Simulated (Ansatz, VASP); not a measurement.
## Two plane-wave programs on Ti6H

```
Ti H
1.0
     5.66395    0.00000    0.00000
     0.00000    4.57935    0.00000
     0.00000    0.00000   24.55069
Ti H
12 2
Direct
  0.25000 0.00000 0.16293
  0.75000 0.00000 0.16293
  0.00000 0.50000 0.21677
  0.50000 0.50000 0.21677
  0.25000 0.00000 0.27062
  0.75000 0.00000 0.27062
  0.25000 0.50000 0.32566
  0.75000 0.50000 0.32566
  0.00000 0.00000 0.37797
  0.50000 0.00000 0.37797
  0.25000 0.50000 0.42975
  0.75000 0.50000 0.42975
  0.94262 0.00000 0.55195
  0.05738 0.00000 0.55195
```

Alike in both runs: task single point; functional PBE; k mesh 5 × 6 × 1; occupations gaussian, width 0.1 eV; no spin polarisation.

|  | VASP | Ansatz |
| --- | --- | --- |
| version | VASP 6.6.1 | Ansatz 0.2.0 |
| potentials or method | VASP PAW PBE potentials, release 64 (Ti_sv, H), cutoff 520 eV | scalar-relativistic, plane waves, PAW |
| valence electrons in the cell | 146 | 146 |

Ansatz gave:

| Quantity | Value |
| --- | --- |
| gap on the k mesh at the Fermi level (eV) | none |
| rms of the force components (eV/Å) | 1.067 |
| work function, face that differs most (eV) | 3.38 |

What did VASP give for the same quantities?

gap on the k mesh at the Fermi level (eV): none; rms of the force components (eV/Å): 1.074; work function, face that differs most (eV): 3.38.

Atom by atom the forces differ by 0.008 eV/Å (rms over components). A gap of «none» marks a metal or a gap that the smearing closes.
